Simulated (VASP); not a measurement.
# LaTe (Fm-3m) in VASP: notebook

Runs on LaTe. Level: LDA. Tasks: single point.

Program: VASP 6.6.1. These are calculated values, not measurements. Logs are shortened: lines on timing, memory, paths and dates and some standing lists are left out, and cuts for length are marked.

### 1 The cell of the first run

It takes space group Fm-3m (No. 225, cubic). The conventional cell has a = 6.422 Å, b = 6.422 Å, c = 6.422 Å, α = 90.00°, β = 90.00°, γ = 90.00°. La (site symmetry m-3m) has 6 Te at 3.21 Å within 4.2 Å. Within 4.2 Å of Te (site symmetry m-3m) lie 6 La at 3.21 Å.

### 2 Single point, LDA

INCAR

```
SYSTEM = LaTe
ALGO = Normal
EDIFF = 1E-6
ENCUT = 520
GGA = CA
ISIF = 2
ISMEAR = -1
LASPH = .TRUE.
LCHARG = .FALSE.
LREAL = .FALSE.
LWAVE = .FALSE.
NBANDS = 16
NELM = 80
PREC = Accurate
SIGMA = 0.08
```

KPOINTS

```
k-points
0
G
  10 10 10
  0 0 0
```

POSCAR

```
LaTe
1.0
    0.0000000000      3.2110000000      3.2110000000
    3.2110000000      0.0000000000      3.2110000000
    3.2110000000      3.2110000000      0.0000000000
La Te
1 1
Direct
    0.0000000000      0.0000000000      0.0000000000
    0.5000000000      0.5000000000      0.5000000000
```

Potentials or basis: VASP PAW LDA potentials, release 64 (La, Te).

Run with:

```
$ cat potpaw_LDA.64/La/POTCAR potpaw_LDA.64/Te/POTCAR > POTCAR
$ mpirun -np 1 vasp_std > vasp.out
```

OUTCAR:

```text
SYSTEM = LaTe
   EDIFF = 1E-6
   ENCUT = 520
   GGA = CA
   ISIF = 2
   ISMEAR = -1
   LASPH = .TRUE.
   LREAL = .FALSE.
   NELM = 80
   PREC = Accurate

 ion  position               nearest neighbor table
   1  0.000  0.000  0.000-   2 3.21   2 3.21   2 3.21   2 3.21   2 3.21   2 3.21
   2  0.500  0.500  0.500-   1 3.21   1 3.21   1 3.21   1 3.21   1 3.21   1 3.21

  LATTYP: Found a face centered cubic cell.
 ALAT       =     6.4220000000

  Lattice vectors:

 A1 = (   0.0000000000,   3.2110000000,   3.2110000000)
 A2 = (   3.2110000000,   0.0000000000,   3.2110000000)
 A3 = (   3.2110000000,   3.2110000000,   0.0000000000)

Analysis of symmetry for initial positions (statically):
=====================================================================
 Subroutine PRICEL returns:
 Original cell was already a primitive cell.

 Routine SETGRP: Setting up the symmetry group for a
 face centered cubic supercell.

 Subroutine GETGRP returns: Found 48 space group operations
 (whereof 48 operations were pure point group operations)
 out of a pool of 48 trial point group operations.

The static configuration has the point symmetry O_h .

Analysis of symmetry for dynamics (positions and initial velocities):
=====================================================================
 Subroutine PRICEL returns:
 Original cell was already a primitive cell.

 Routine SETGRP: Setting up the symmetry group for a
 face centered cubic supercell.

 Subroutine GETGRP returns: Found 48 space group operations
 (whereof 48 operations were pure point group operations)
 out of a pool of 48 trial point group operations.

The dynamic configuration has the point symmetry O_h .

 Subroutine INISYM returns: Found 48 space group operations
 (whereof 48 operations are pure point group operations),
 and found     1 'primitive' translations

----------------------------------------------------------------------------------------

                                     Primitive cell

  volume of cell :      66.2142

  direct lattice vectors                    reciprocal lattice vectors
     0.000000000  3.211000000  3.211000000    -0.155714731  0.155714731  0.155714731
     3.211000000  0.000000000  3.211000000     0.155714731 -0.155714731  0.155714731
     3.211000000  3.211000000  0.000000000     0.155714731  0.155714731 -0.155714731

  length of vectors
     4.541039749  4.541039749  4.541039749     0.269705825  0.269705825  0.269705825

  position of ions in fractional coordinates (direct lattice)
     0.000000000  0.000000000  0.000000000
     0.500000000  0.500000000  0.500000000

  ion indices of the primitive-cell ions
[... 72 lines left out ...]
   LASPH  =      T    aspherical Exc in radial PAW
   ENCUT  =  520.0 eV  38.22 Ry    6.18 a.u.   8.44  8.44  8.44*2*pi/ulx,y,z
   NELM   =     80;   NELMIN=  2; NELMDL= -5     # of ELM steps
   EDIFF  = 0.1E-05   stopping-criterion for ELM
   LREAL  =      F    real-space projection
   EDIFFG = 0.1E-04   stopping-criterion for IOM
   NSW    =      0    number of steps for IOM
   IBRION =     -1    ionic relax: 0-MD 1-quasi-New 2-CG
   NFREE  =      0    steps in history (QN), initial steepest desc. (CG)
   ISIF   =      2    stress and relaxation
   ISYM   =      2    0-nonsym 1-usesym 2-fastsym
   POTIM  = 0.5000    time-step for ionic-motion
   TEBEG  =    0.0;   TEEND  =   0.0 temperature during run
   PSTRESS=    0.0 pullay stress
   NELECT =      17.0000    total number of electrons
   NUPDOWN=      -1.0000    fix difference up-down
   EMIN   =  10.00;   EMAX   =-10.00  energy-range for DOS
   EFERMI =   0.00;   METHOD = LEGACY
   ISMEAR =    -1;   SIGMA  =   0.08  broadening in eV -4-tet -1-fermi 0-gaus
   EFERMI_NEDOS =   21; number of points for ismear=-14 and -15
   IALGO  =     38    algorithm
   IMIX   =      4    mixing-type and parameters
     AMIX     =   0.40;   BMIX     =  1.00
     AMIX_MAG =   1.60;   BMIX_MAG =  1.00
  volume/ion in A,a.u.               =      33.11       223.42
  Fermi-wavevector in a.u.,A,eV,Ry     =   1.040497  1.966254 14.730130  1.082634
  Thomas-Fermi vector in A             =   2.175075
   LORBIT       =      0    0 simple, 1 ext, 2 COOP (PROOUT), +10 PAW based schemes
   GGA     = CA    functional components
   LHFCALC =     F    Hartree Fock is set to
   AEXX    =    0.0000 exact exchange contribution
   IVDW    =     0    specifies the selected vdW correction
   LEPSILON=     F    determine dielectric tensor
   LRPA    =     F    only Hartree local field effects (RPA)
 non-spin polarized calculation
  energy-cutoff  :      520.00
  volume of cell :       66.21
 maximum number of plane-waves:      1807
 NGX is ok and might be reduce to    36
   NGX = 17   NGY = 17   NGZ = 17

 number of electron      16.9999999 magnetization

 Free energy of the ion-electron system (eV)
  ---------------------------------------------------
  ext. energy  EPLUGINS =         0.00000000
  ---------------------------------------------------
  free energy    TOTEN  =       -12.62231547 eV

  energy without entropy =      -12.58998839  energy(sigma->0) =      -12.60615193

 E-fermi :   8.2341     XC(G=0):  -9.7834

 val. band max:        8.2185755174   @ k =   0.0000   0.0000   0.0000
 cond. band min:       8.2356674526   @ k =  -0.1000   0.1000   0.0000
 fundamental gap:      0.0170919352
 Fermi energy:         8.2341207666

 k-point     1 :       0.0000    0.0000    0.0000
  band No.  band energies     occupation
      1     -25.0356      2.00000
      2      -8.7422      2.00000
      3      -8.7422      2.00000
      4      -8.7422      2.00000
      5      -4.1005      2.00000
      6       5.9529      2.00000
[... 433 lines left out ...]
      3      -8.8445      2.00000
      4      -8.8330      2.00000
      5      -3.5770      2.00000
      6       4.0351      2.00000
[... 8 lines left out ...]
     15       9.6920      0.00000
     16       9.8502      0.00000

 [... further k-points ...]
[... 5 lines left out ...]
  --------------------------------------------------------------------------------------
  -------------------------------------------------------------------------------------
  Total       -0.8802899     -0.8802899     -0.8802899      0.0000000      0.0000000     -0.0000000
  in kB      -21.3002834    -21.3002834    -21.3002834      0.0000000      0.0000000     -0.0000000
  external PRESSURE =     -21.3002834 kB  Pullay stress =       0.0000000 kB

 VOLUME and BASIS-vectors are now :
 -----------------------------------------------------------------------------
  energy-cutoff  :      520.00
  volume of cell :       66.21
      direct lattice vectors                 reciprocal lattice vectors
     0.000000000  3.211000000  3.211000000    -0.155714731  0.155714731  0.155714731
     3.211000000  0.000000000  3.211000000     0.155714731 -0.155714731  0.155714731
     3.211000000  3.211000000  0.000000000     0.155714731  0.155714731 -0.155714731

 POSITION                                       TOTAL-FORCE (eV/Angst)
 -----------------------------------------------------------------------------------
      0.00000      0.00000      0.00000        -0.000000     -0.000000     -0.000000
      3.21100      3.21100      3.21100         0.000000      0.000000      0.000000
 -----------------------------------------------------------------------------------
    total drift:                                0.000000      0.000000      0.000000

  FREE ENERGIE OF THE ION-ELECTRON SYSTEM (eV)
  ---------------------------------------------------
  free  energy   TOTEN  =       -12.6223154685 eV

  energy  without entropy=      -12.5899883879  energy(sigma->0) =      -12.60615193
```

Run time: 46 s. Hardware: 1 thread of Intel Xeon Platinum 8488C (Sapphire Rapids), shared host; peak memory 0.22 GiB.

What came out:

| Quantity | Value |
| --- | --- |
| Free energy | -12.6223 eV |
| Pressure | -2.1 GPa |

Caveat: spin-orbit coupling is left out, which moves the levels of the heavy elements.

### 3 Single point, LDA (volume scaled by 0.99)

INCAR

```
SYSTEM = LaTe
  PREC = Accurate
  ENCUT = 520
  EDIFF = 1E-6
  ISMEAR = -1
  SIGMA = 0.08
  LREAL = .False.
  LASPH = .True.
  NELM = 100
  ALGO = Normal
  ISIF = 2
  LWAVE = .False.
  LCHARG = .False.
  GGA = CA
  NBANDS = 16
```

KPOINTS

```
regular mesh
0
Gamma
  10 10 10
  0 0 0
```

POSCAR

```
LaTe
1.0
    0.0000000000      3.2002607894      3.2002607894
    3.2002607894      0.0000000000      3.2002607894
    3.2002607894      3.2002607894      0.0000000000
La Te
1 1
Direct
    0.0000000000      0.0000000000      0.0000000000
    0.5000000000      0.5000000000      0.5000000000
```

Potentials or basis: VASP PAW LDA potentials, release 64 (La, Te).

Run with:

```
$ cat potpaw_LDA.64/La/POTCAR potpaw_LDA.64/Te/POTCAR > POTCAR
$ mpirun -np 1 vasp_std > vasp.out
```

Wall time 41 s (1 thread of Intel Xeon Platinum 8488C (Sapphire Rapids), shared host); peak memory 0.22 GiB.

Results (log left out):

* Free energy: -12.6299 eV
* Pressure: -1.5 GPa

Levels at points of the mesh, in eV from the Fermi level:
```tsv
k point	band 6	band 7	band 8	band 9	band 10	band 11
(0.00, 0.00, 0.00)	-2.28	-2.28	-2.28	-0.02	-0.02	-0.02
(0.50, 0.00, 0.00)	-5.26	-3.90	-3.90	0.76	1.10	1.10
(0.50, 0.50, 0.00)	-3.59	-2.67	-2.67	-1.64	1.20	1.21
```

Caveat: spin-orbit coupling is left out, which moves the levels of the heavy elements.

### 4 Single point, LDA (volume scaled by 1.01)

INCAR

```
PREC     = Accurate       # precision mode
ENCUT    = 520            # plane-wave cutoff, eV
EDIFF    = 1E-6           # SCF threshold, eV
ISMEAR   = -1             # smearing method
SIGMA    = 0.08           # smearing width, eV
LREAL    = False          # projectors in reciprocal space
LASPH    = True           # aspherical terms in the spheres
NELM     = 60             # most SCF steps
ALGO     = Normal         # electronic algorithm
ISIF     = 2              # what is computed and relaxed
LWAVE    = False          # write WAVECAR
LCHARG   = False          # write CHGCAR
NBANDS   = 16             # bands
```

KPOINTS

```
Automatic mesh
0
Gamma
  10 10 10
```

POSCAR

```
LaTe
1.0
    0.0000000000      3.2216678524      3.2216678524
    3.2216678524      0.0000000000      3.2216678524
    3.2216678524      3.2216678524      0.0000000000
La Te
1 1
Direct
    0.0000000000      0.0000000000      0.0000000000
    0.5000000000      0.5000000000      0.5000000000
```

Potentials or basis: VASP PAW LDA potentials, release 64 (La, Te).

Run with:

```
$ cat potpaw_LDA.64/La/POTCAR potpaw_LDA.64/Te/POTCAR > POTCAR
$ mpirun -np 1 vasp_std > vasp.out
```

OUTCAR:

```text
PREC = Accurate
   ENCUT = 520
   EDIFF = 1E-6
   ISMEAR = -1
   LREAL = False
   LASPH = True
   NELM = 60
   ISIF = 2

 ion  position               nearest neighbor table
   1  0.000  0.000  0.000-   2 3.22   2 3.22   2 3.22   2 3.22   2 3.22   2 3.22
   2  0.500  0.500  0.500-   1 3.22   1 3.22   1 3.22   1 3.22   1 3.22   1 3.22

  LATTYP: Found a face centered cubic cell.
 ALAT       =     6.4433357048

  Lattice vectors:

 A1 = (   0.0000000000,   3.2216678524,   3.2216678524)
 A2 = (   3.2216678524,   0.0000000000,   3.2216678524)
 A3 = (   3.2216678524,   3.2216678524,   0.0000000000)

Analysis of symmetry for initial positions (statically):
=====================================================================
 Subroutine PRICEL returns:
 Original cell was already a primitive cell.

 Routine SETGRP: Setting up the symmetry group for a
 face centered cubic supercell.

 Subroutine GETGRP returns: Found 48 space group operations
 (whereof 48 operations were pure point group operations)
 out of a pool of 48 trial point group operations.

[... 155 lines left out ...]
  ---------------------------------------------------
  ext. energy  EPLUGINS =         0.00000000
  ---------------------------------------------------
  free energy    TOTEN  =       -12.61243942 eV

  energy without entropy =      -12.57968470  energy(sigma->0) =      -12.59606206

 E-fermi :   8.1354     XC(G=0):  -9.7416

 val. band max:        8.1239654465   @ k =   0.0000   0.0000   0.0000
 cond. band min:       8.1382482841   @ k =  -0.1000   0.1000   0.0000
 fundamental gap:      0.0142828377
 Fermi energy:         8.1354451935

 k-point     1 :       0.0000    0.0000    0.0000
  band No.  band energies     occupation
      1     -25.1639      2.00000
      2      -8.8679      2.00000
      3      -8.8679      2.00000
      4      -8.8679      2.00000
      5      -4.1787      2.00000
      6       5.8494      2.00000
[... 433 lines left out ...]
      3      -8.9661      2.00000
      4      -8.9551      2.00000
      5      -3.6669      2.00000
      6       3.9451      2.00000
[... 8 lines left out ...]
     15       9.5593      0.00000
     16       9.7117      0.00000

 [... further k-points ...]
[... 5 lines left out ...]
  --------------------------------------------------------------------------------------
  -------------------------------------------------------------------------------------
  Total       -1.1062182     -1.1062182     -1.1062182     -0.0000000      0.0000000     -0.0000000
  in kB      -26.5020271    -26.5020271    -26.5020271     -0.0000000      0.0000000     -0.0000000
  external PRESSURE =     -26.5020271 kB  Pullay stress =       0.0000000 kB

 VOLUME and BASIS-vectors are now :
 -----------------------------------------------------------------------------
  energy-cutoff  :      520.00
  volume of cell :       66.88
      direct lattice vectors                 reciprocal lattice vectors
     0.000000000  3.221667852  3.221667852    -0.155199115  0.155199115  0.155199115
     3.221667852  0.000000000  3.221667852     0.155199115 -0.155199115  0.155199115
     3.221667852  3.221667852  0.000000000     0.155199115  0.155199115 -0.155199115

 POSITION                                       TOTAL-FORCE (eV/Angst)
 -----------------------------------------------------------------------------------
      0.00000      0.00000      0.00000         0.000000      0.000000      0.000000
      3.22167      3.22167      3.22167        -0.000000     -0.000000     -0.000000
 -----------------------------------------------------------------------------------
    total drift:                                0.000000      0.000000      0.000000

  FREE ENERGIE OF THE ION-ELECTRON SYSTEM (eV)
  ---------------------------------------------------
  free  energy   TOTEN  =       -12.6124394185 eV

  energy  without entropy=      -12.5796847019  energy(sigma->0) =      -12.59606206
```

OSZICAR:

```text
N       E                     dE             d eps       ncg     rms          rms(c)
DAV:   1     0.134533840015E+03    0.13453E+03   -0.56681E+03  1504   0.124E+03
DAV:   2     0.265052089912E+01   -0.13188E+03   -0.11834E+03  1936   0.187E+02
DAV:   3    -0.118898737832E+02   -0.14540E+02   -0.14243E+02  2064   0.969E+01
DAV:   4    -0.126788065916E+02   -0.78893E+00   -0.78550E+00  2632   0.176E+01
DAV:   5    -0.126983596983E+02   -0.19553E-01   -0.19512E-01  1952   0.252E+00    0.371E+00
DAV:   6    -0.126271072025E+02    0.71252E-01   -0.27730E-01  2416   0.444E+00    0.242E+00
DAV:   7    -0.126153119558E+02    0.11795E-01   -0.16970E-02  1880   0.758E-01    0.116E+00
DAV:   8    -0.126126552632E+02    0.26567E-02   -0.79986E-03  2656   0.471E-01    0.123E-01
DAV:   9    -0.126124995975E+02    0.15567E-03   -0.29485E-03  2480   0.272E-01    0.595E-02
DAV:  10    -0.126124455960E+02    0.54001E-04   -0.21059E-04  2552   0.109E-01    0.399E-02
DAV:  11    -0.126124396863E+02    0.59098E-05   -0.90573E-05  2672   0.611E-02    0.625E-03
DAV:  12    -0.126124394185E+02    0.26773E-06   -0.33864E-06  2064   0.150E-02
   1 F= -.12612439E+02 E0= -.12596062E+02  d E =-.327547E-01
```

It took 40 s on 1 thread of Intel Xeon Platinum 8488C (Sapphire Rapids), shared host; peak memory 0.22 GiB.

Results:

```
Free energy : -12.6124 eV
Pressure    : -2.7 GPa
```

Levels at points of the mesh, in eV from the Fermi level:
| k point | band 6 | band 7 | band 8 | band 9 | band 10 | band 11 |
| --- | --- | --- | --- | --- | --- | --- |
| (0.00, 0.00, 0.00) | -2.29 | -2.29 | -2.29 | -0.01 | -0.01 | -0.01 |
| (0.50, 0.00, 0.00) | -5.21 | -3.86 | -3.86 | 0.73 | 1.05 | 1.05 |
| (0.50, 0.50, 0.00) | -3.61 | -2.69 | -2.69 | -1.59 | 1.15 | 1.15 |

Caveat: spin-orbit coupling is left out, which moves the levels of the heavy elements.

### 5 The runs side by side

```csv
cell,gap on the mesh (eV),pressure (GPa)
"a = 4.541 Å, angles 60.0°, 2 atoms",none,-2.1
"a = 4.526 Å, angles 60.0°, 2 atoms",none,-1.5
"a = 4.556 Å, angles 60.0°, 2 atoms",none,-2.7
```

Alike in all rows: task single point; level LDA; potentials or basis VASP PAW LDA potentials, release 64 (La, Te); no spin polarisation; k mesh 10 × 10 × 10; cutoff (eV) 520; smearing fermi-dirac 0.08 eV.

Caveats: spin-orbit coupling is left out, which moves the levels of the heavy elements.

Absolute energies hang on the potentials; compare differences alone.
